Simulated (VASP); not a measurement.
# Al30Cu (a cell with a defect) in VASP: further runs

Runs on Al30Cu (a cell with a defect). Level: PBEsol. Tasks: single point.

Program: VASP 6.6.1. These are calculated values, not measurements. Logs are shortened: lines on timing, memory, paths and dates and some standing lists are left out, and cuts for length are marked.

## (1) The cell of the first run

The cell holds a defect, 31 atoms: a = 8.100 Å, b = 8.100 Å, c = 8.100 Å, α = 90.00°, β = 90.00°, γ = 90.00°.

## (2) Single point, PBEsol

Contents of INCAR:

```
SYSTEM = Al30Cu
PREC = Accurate
ENCUT = 520
EDIFF = 1E-6
ISMEAR = 0
SIGMA = 0.05
LREAL = Auto
LASPH = .True.
NELM = 80
ALGO = Normal
ISIF = 2
LWAVE = .False.
LCHARG = .True.
GGA = PS
LELF = .True.
LVHAR = .True.
NBANDS = 72
```

Contents of KPOINTS:

```
regular mesh
0
Gamma
  3 3 3
  0 0 0
```

Contents of POSCAR:

```
Al30Cu
1.0
    8.1000000000      0.0000000000      0.0000000000
    0.0000000000      8.1000000000      0.0000000000
    0.0000000000      0.0000000000      8.1000000000
Al Cu
30 1
Direct
    0.5026790678      0.0028846297      0.0003817616
    0.7555078674      0.0045006728      0.2368949711
    0.2495874637      0.2476925639      0.0003391136
    0.5019602181      0.4978911726      0.0006704076
    0.7527697842      0.7505551745      0.0004578962
    0.2483278540     -0.0002351182      0.2483248786
    0.5042299517      0.2505942606      0.2498676829
    0.7493806080      0.4959228177      0.2500149152
    0.5027529716      0.0000907229      0.5004625656
    0.7504823302      0.2500237661      0.5004289254
    0.7550892077      0.0043385615      0.7641995753
   -0.0030993545      0.4971784357      0.0004858979
    0.2485377686      0.7518745117      0.0003820706
   -0.0043676679      0.2447852046      0.2371404440
    0.2515648511      0.4989738296      0.2518020438
    0.5013995694      0.7485411328      0.2515574175
   -0.0005057115      0.0003590942      0.5003310198
    0.2506193900      0.2509889725      0.5006507872
    0.5009018067      0.4991164342      0.5003111650
    0.7492333116      0.7491876864      0.5004733944
    0.2483560257     -0.0003368965      0.7526656340
    0.5038262224      0.2507340306      0.7512079939
    0.7494096339      0.4962471843      0.7515492756
    0.0006182524      0.7514183158      0.2483440978
    0.0003878949      0.4972436546      0.5005417446
    0.2519409174      0.7486648224      0.5004259992
   -0.0042362785      0.2446629457      0.7637731597
    0.2516353837      0.4991886313      0.7492961584
    0.5013129690      0.7484317711      0.7492999596
    0.0006684952      0.7517944610      0.7524674423
    0.7427477961      0.2565649535      0.0006699015
```

Potentials or basis: VASP PAW PBE potentials, release 64 (Al, Cu).

The run is started by

```
> cat potpaw_PBE.64/Al/POTCAR potpaw_PBE.64/Cu/POTCAR > POTCAR
> mpirun -np 1 vasp_std > vasp.out
```

OUTCAR:

```text
SYSTEM = Al30Cu
   PREC = Accurate
   ENCUT = 520
   EDIFF = 1E-6
   ISMEAR = 0
   LREAL = Auto
   LASPH = .True.
   NELM = 80
   ISIF = 2
   GGA = PS

 ion  position               nearest neighbor table
   1  0.503  0.003  0.000-  11 2.80   2 2.80  31 2.83  22 2.85   7 2.85   3 2.85  21 2.88   6 2.88
                             5 2.88  13 2.89  16 2.90  29 2.90
   2  0.756  0.005  0.237-  14 2.75  31 2.80   1 2.80   5 2.81   7 2.85  24 2.86  17 2.91  10 2.92
                            16 2.92   9 2.96  20 2.97
   3  0.250  0.248  0.000-  27 2.81  14 2.81  21 2.84   6 2.84   1 2.85  12 2.88  28 2.88   4 2.88
                            15 2.88  22 2.88   7 2.89
   4  0.502  0.498  0.001-  31 2.76   7 2.84  23 2.84  22 2.84   8 2.85  15 2.87  16 2.87  28 2.87
                            29 2.87   3 2.88   5 2.88  13 2.91
   5  0.753  0.751  0.000-  11 2.81   2 2.81  24 2.84  30 2.84  12 2.85   1 2.88  16 2.88  29 2.88
                            23 2.88   4 2.88   8 2.89
   6  0.248  1.000  0.248-  13 2.84   3 2.84  24 2.84  14 2.85  17 2.87   1 2.88  26 2.88  18 2.88
                            16 2.89   9 2.90   7 2.90
   7  0.504  0.251  0.250-  31 2.79   8 2.81   4 2.84  10 2.85   1 2.85   2 2.85  19 2.86  15 2.87
                             9 2.87   3 2.89  18 2.89   6 2.90
   8  0.749  0.496  0.250-  31 2.80   7 2.81  10 2.84   4 2.85  12 2.85  14 2.85  19 2.86  16 2.87
                            25 2.87  20 2.89   5 2.89  24 2.90
   9  0.503  0.000  0.500-  20 2.85  10 2.85  16 2.87  29 2.87   7 2.87  22 2.87  26 2.88  18 2.88
[... 31 lines left out ...]
  25  0.000  0.497  0.501-  18 2.84  10 2.85  15 2.86  28 2.86   8 2.87  23 2.88  26 2.88  20 2.88
                            24 2.90  30 2.90  27 2.96  14 2.96
  26  0.252  0.749  0.500-  29 2.85  15 2.85  16 2.85  28 2.85  19 2.86   9 2.88  25 2.88   6 2.88
                            21 2.88  30 2.88  24 2.88  17 2.89
  27  0.996  0.245  0.764-  11 2.75  12 2.80  31 2.81   3 2.81  21 2.85  23 2.85  17 2.91  10 2.92
                            28 2.93  25 2.96  18 2.97
  28  0.252  0.499  0.749-  18 2.85  19 2.85  26 2.85  29 2.86  25 2.86  22 2.87   4 2.87   3 2.88
                            30 2.88  13 2.89  12 2.90  27 2.93
  29  0.501  0.748  0.749-  20 2.85  26 2.85  19 2.85  28 2.86  23 2.87   9 2.87   4 2.87   5 2.88
                            13 2.89  21 2.89   1 2.90  11 2.92
  30  0.001  0.752  0.752-  21 2.84  13 2.84   5 2.84  11 2.85  17 2.87  12 2.88  26 2.88  20 2.88
                            28 2.88  25 2.90  23 2.90
  31  0.743  0.257  0.001-   4 2.76   7 2.79  22 2.80   2 2.80   8 2.80  23 2.80  11 2.80  14 2.81
                            27 2.81   1 2.83  12 2.83

  LATTYP: Found a simple cubic cell.
 ALAT       =     8.1000000000

  Lattice vectors:

 A1 = (   8.1000000000,   0.0000000000,   0.0000000000)
 A2 = (   0.0000000000,   8.1000000000,   0.0000000000)
 A3 = (   0.0000000000,   0.0000000000,   8.1000000000)

Analysis of symmetry for initial positions (statically):
=====================================================================
[... 186 lines left out ...]
   ISMEAR =     0;   SIGMA  =   0.05  broadening in eV -4-tet -1-fermi 0-gaus
   EFERMI_NEDOS =   21; number of points for ismear=-14 and -15
   IALGO  =     38    algorithm
   IMIX   =      4    mixing-type and parameters
     AMIX     =   0.40;   BMIX     =  1.00
     AMIX_MAG =   1.60;   BMIX_MAG =  1.00
  volume/ion in A,a.u.               =      17.14       115.69
  Fermi-wavevector in a.u.,A,eV,Ry     =   0.941233  1.778672 12.053656  0.885919
  Thomas-Fermi vector in A             =   2.068723
   LORBIT       =      0    0 simple, 1 ext, 2 COOP (PROOUT), +10 PAW based schemes
   GGA     = PS    functional components
   LHFCALC =     F    Hartree Fock is set to
   AEXX    =    0.0000 exact exchange contribution
   IVDW    =     0    specifies the selected vdW correction
   LEPSILON=     F    determine dielectric tensor
   LRPA    =     F    only Hartree local field effects (RPA)
 non-spin polarized calculation
 Gauss-broadening in eV      SIGMA  =   0.05
  energy-cutoff  :      520.00
  volume of cell :      531.44
 maximum number of plane-waves:     14358
   NGX = 31   NGY = 31   NGZ = 31

 number of electron     100.9999993 magnetization

 Free energy of the ion-electron system (eV)
  ---------------------------------------------------
  ext. energy  EPLUGINS =         0.00000000
  ---------------------------------------------------
  free energy    TOTEN  =      -126.41809985 eV

  energy without entropy =     -126.40461322  energy(sigma->0) =     -126.41135653

 E-fermi :   7.2450     XC(G=0): -10.1199

 val. band max:        7.2441976408   @ k =   0.0000   0.3333   0.0000
 cond. band min:       7.3179999097   @ k =   0.3333   0.0000   0.3333
 fundamental gap:      0.0738022688
 Fermi energy:         7.2449538945

 k-point     1 :       0.0000    0.0000    0.0000
  band No.  band energies     occupation
      1      -3.4334      2.00000
      2      -1.2988      2.00000
      3      -1.2851      2.00000
      4      -1.2546      2.00000
      5      -1.2466      2.00000
      6      -1.1630      2.00000
[... 899 lines left out ...]
     61       9.1779      0.00000
     62       9.2403      0.00000
 [bands above 62 left out]

------------------------ aborting loop because EDIFF is reached ----------------------------------------

  FORCE on cell =-STRESS in cart. coord.  units (eV):
  Direction    XX          YY          ZZ          XY          YZ          ZX
  --------------------------------------------------------------------------------------
  -------------------------------------------------------------------------------------
  Total      -12.4971232    -12.4896988    -11.8437027      0.3308625     -0.0033383      0.0046593
  in kB      -37.6760685    -37.6536856    -35.7061498      0.9974776     -0.0100641      0.0140467
  external PRESSURE =     -37.0119679 kB  Pullay stress =       0.0000000 kB

 VOLUME and BASIS-vectors are now :
 -----------------------------------------------------------------------------
  energy-cutoff  :      520.00
  volume of cell :      531.44
      direct lattice vectors                 reciprocal lattice vectors
     8.100000000  0.000000000  0.000000000     0.123456790  0.000000000  0.000000000
     0.000000000  8.100000000  0.000000000     0.000000000  0.123456790  0.000000000
     0.000000000  0.000000000  8.100000000     0.000000000  0.000000000  0.123456790

 POSITION                                       TOTAL-FORCE (eV/Angst)
 -----------------------------------------------------------------------------------
      4.07170      0.02337      0.00309        -0.005036      0.016544      0.005122
      6.11961      0.03646      1.91885        -0.000333     -0.009078      0.007940
      2.02166      2.00631      0.00275        -0.008282     -0.018234      0.006657
      4.06588      4.03292      0.00543        -0.000450      0.008962     -0.000901
      6.09744      6.07950      0.00371         0.015719      0.000787      0.003859
      2.01146      8.09810      2.01143        -0.008501     -0.012037     -0.005620
[... 23 lines left out ...]
      0.00541      6.08954      6.09499         0.006158      0.009454      0.005573
      6.01626      2.07818      0.00543        -0.001649      0.006829     -0.002346
 -----------------------------------------------------------------------------------
    total drift:                                0.032231     -0.027939      0.023924

  FREE ENERGIE OF THE ION-ELECTRON SYSTEM (eV)
  ---------------------------------------------------
  free  energy   TOTEN  =      -126.4180998455 eV

  energy  without entropy=     -126.4046132170  energy(sigma->0) =     -126.41135653
```

OSZICAR:

```text
N       E                     dE             d eps       ncg     rms          rms(c)
DAV:   1     0.274371417870E+03    0.27437E+03   -0.34308E+04  2016   0.116E+03
DAV:   2    -0.945624749625E+02   -0.36893E+03   -0.34227E+03  2056   0.199E+02
DAV:   3    -0.129378144994E+03   -0.34816E+02   -0.31348E+02  2608   0.585E+01
DAV:   4    -0.131496973717E+03   -0.21188E+01   -0.20670E+01  2800   0.137E+01
[... 12 lines left out ...]
DAV:  17    -0.126418220952E+03   -0.59780E-04   -0.23726E-04  3192   0.938E-02    0.904E-02
DAV:  18    -0.126418233077E+03   -0.12125E-04   -0.96747E-06  2136   0.178E-02    0.973E-02
DAV:  19    -0.126418088146E+03    0.14493E-03   -0.48216E-04  2552   0.445E-01    0.144E-02
DAV:  20    -0.126418099521E+03   -0.11374E-04   -0.14374E-04  3088   0.642E-02    0.155E-02
DAV:  21    -0.126418099846E+03   -0.32491E-06   -0.63732E-07  1344   0.999E-03
   1 F= -.12641810E+03 E0= -.12641136E+03  d E =-.134866E-01
```

stdout:

```text
POSCAR found type information on POSCAR AlCu
 POSCAR found :  2 types and      31 ions
 scaLAPACK will be used
 -----------------------------------------------------------------------------
|                                                                             |
|                                                                             |
|     You enforced a specific xc type in the INCAR file but a different       |
|     I HOPE YOU KNOW WHAT YOU ARE DOING!                                     |
|                                                                             |
 -----------------------------------------------------------------------------

 LDA part: xc-table for (Slater+PW92), standard interpolation
 POSCAR, INCAR and KPOINTS ok, starting setup
 FFT: planning ... GRIDC
 FFT: planning ... GRID_SOFT
 FFT: planning ... GRID
 WAVECAR not read
 entering main loop
```

Wall time 13 min (1 thread of Intel Xeon 6975P-C (Granite Rapids), shared host); peak memory 0.65 GiB.

Results:

| Property | Result |
| --- | --- |
| Free energy | -126.4181 eV |
| Pressure | -3.7 GPa |
| Largest force | 0.033 eV/Å |
| Band gap on the k mesh | zero (an odd number of electrons rules out a gap without spin polarisation) |

Forces in eV/Å, atoms in the order of the input:
```
Al  -0.005  0.017  0.005
Al   0.000 -0.009  0.008
Al  -0.008 -0.018  0.007
Al   0.000  0.009 -0.001
Al   0.016  0.001  0.004
Al  -0.009 -0.012 -0.006
Al  -0.003  0.012  0.006
Al  -0.010 -0.002  0.000
Al   0.007  0.000  0.000
Al  -0.013  0.003  0.016
Al   0.012  0.008 -0.019
Al  -0.006  0.004 -0.002
Al  -0.018  0.005  0.006
Al   0.008  0.000  0.001
Al   0.003 -0.001  0.003
Al  -0.004  0.002  0.009
Al   0.000  0.000  0.005
Al   0.018 -0.002 -0.003
Al   0.018 -0.016  0.012
Al  -0.003 -0.010  0.004
Al  -0.009 -0.009 -0.001
Al   0.019  0.015 -0.014
Al  -0.013 -0.022 -0.021
Al   0.009  0.016 -0.004
Al  -0.008  0.006  0.002
Al   0.001 -0.006  0.000
Al  -0.008  0.000 -0.003
Al   0.003 -0.003 -0.007
Al  -0.001 -0.001 -0.010
Al   0.006  0.009  0.006
Cu  -0.002  0.007 -0.002
```

Stress tensor (GPa, compression positive):
```
-3.77  0.10  0.00
 0.10 -3.77  0.00
 0.00  0.00 -3.57
```

Caveat: the PAW data sets were made with another functional, which shifts forces and pressure a little.

(Continued in part 2 of 3.)
